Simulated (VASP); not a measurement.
A run of VASP 6.6.1 is set up as follows.

INCAR

```
SYSTEM = MgS
  PREC = Accurate
  ENCUT = 600
  EDIFF = 1E-6
  ISMEAR = 0
  SIGMA = 0.02
  LREAL = .FALSE.
  LASPH = .TRUE.
  NELM = 120
  ALGO = Normal
  ISIF = 2
  LWAVE = .FALSE.
  LCHARG = .FALSE.
  GGA = PS
  NBANDS = 11
  GGA_COMPAT = .FALSE.
```

The input KPOINTS:

```
regular mesh
0
G
  6 6 6
  0 0 0
```

Contents of POSCAR:

```
MgS
1.0
    0.0000000000      2.6171221403      2.5756627796
    2.6171221403      0.0000000000      2.5756627796
    2.6171221403      2.6171221403      0.0000000000
Mg S
1 1
Direct
    0.0000000000      0.0000000000      0.0000000000
    0.5000000000      0.5000000000      0.5000000000
```

Potentials or basis: VASP PAW PBE potentials, release 64 (Mg, S).

Command:

```bash
$ cat potpaw_PBE.64/Mg/POTCAR potpaw_PBE.64/S/POTCAR > POTCAR
$ mpirun -np 1 vasp_std > vasp.out
```

(1) What does it give for the band gap on the k mesh?

(2) Estimate the pressure.

Answers

(1) 2.62 eV (least direct gap 3.55 eV).

(2) -1.2 GPa.

Caveat: the cell differs from its parent crystal (strained cell); the PAW data sets were made with another functional, which shifts forces and pressure a little.
